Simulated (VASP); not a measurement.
Write the native input for VASP 6.6.1 that does the following.

- Task: single point
- Functional: PBEsol
- Potentials or basis: VASP PAW PBE potentials, release 64 (Sr_sv)
- Cutoff: 520 eV
- k mesh: 7 × 7 × 7
- Occupations: fermi-dirac, width 0.1 eV
- Spin: no spin polarisation
- Dipole correction: no
- Further INCAR settings: ALGO = Normal; EDIFF = 1e-06; NBANDS = 17

The structure of Sr lies in POSCAR:

```
Sr
1.0
    0.0000000000      4.5538721672      4.5538721672
    4.5538721672      0.0000000000      4.5538721672
    4.5538721672      4.5538721672      0.0000000000
Sr
2
Direct
    0.1250000000      0.1250000000      0.1250000000
    0.8750000000      0.8750000000      0.8750000000
```

This cell differs from its parent crystal: volume scaled by 0.92.

One way to write it, as run:

INCAR

```
SYSTEM = Sr
PREC     = Accurate       ! precision mode
ENCUT    = 520            ! plane-wave cutoff, eV
EDIFF    = 1E-6           ! SCF threshold, eV
ISMEAR   = -1             ! smearing method
SIGMA    = 0.1            ! smearing width, eV
LREAL    = .False.        ! projectors in reciprocal space
LASPH    = .True.         ! aspherical terms in the spheres
NELM     = 60             ! most SCF steps
ALGO     = Normal         ! electronic algorithm
ISIF     = 2              ! what is computed and relaxed
LWAVE    = .False.        ! write WAVECAR
LCHARG   = .False.        ! write CHGCAR
GGA      = PS             ! functional
NBANDS   = 17             ! bands
```

KPOINTS

```
regular mesh
0
Gamma
  7 7 7
  0 0 0
```

Potentials or basis: VASP PAW PBE potentials, release 64 (Sr_sv).

Run with:

```console
$ cat potpaw_PBE.64/Sr_sv/POTCAR > POTCAR
$ mpirun -np 1 vasp_std > vasp.out
```

It gave:

| Quantity | Value |
| --- | --- |
| Pressure | 0.3 GPa |
| Band gap on the k mesh | zero (band 10 reaches 0.62 eV, above the bottom of band 11 at -0.23 eV) |

Caveat: the PAW data sets were made with another functional, which shifts forces and pressure a little.

Run time: 34 s on 1 thread of AMD EPYC 9R45 96-Core Processor (Zen 5), on a shared host, peak memory 0.3 GiB.
